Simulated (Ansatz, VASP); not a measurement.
One calculation of AlN, two programs

```
CELL_PARAMETERS angstrom
3.13027 0.00000 0.00000
-1.56514 2.71090 0.00000
0.00000 0.00000 5.01796
ATOMIC_POSITIONS crystal
Al 0.33333 0.66667 0.00023
Al 0.66667 0.33333 0.50023
N 0.33333 0.66667 0.38177
N 0.66667 0.33333 0.88177
```

Alike in both runs: functional PBE; k mesh 8 × 8 × 5; no spin polarisation.

Ansatz relaxed the structure, and its values are those at the end. VASP's run is a single point on that final structure, the one shown.

```csv
,VASP,Ansatz
version,VASP 6.6.1,Ansatz 0.2.0
potentials or method,"VASP PAW PBE potentials, release 64 (Al, N)","scalar-relativistic, plane waves, PAW"
plane-wave cutoff (eV),520,420
occupations,"gaussian, width 0.01 eV",fixed
valence electrons in the cell,16,16
```

Ansatz gave:

```
gap on the k mesh at the Fermi level (eV) : 4.03
least direct gap on the mesh (eV)         : 4.03
pressure (GPa)                            : 0.0
```

Problem. Estimate VASP's values.

Solution. gap on the k mesh at the Fermi level (eV): 4.04; least direct gap on the mesh (eV): 4.04; pressure (GPa): -0.3.
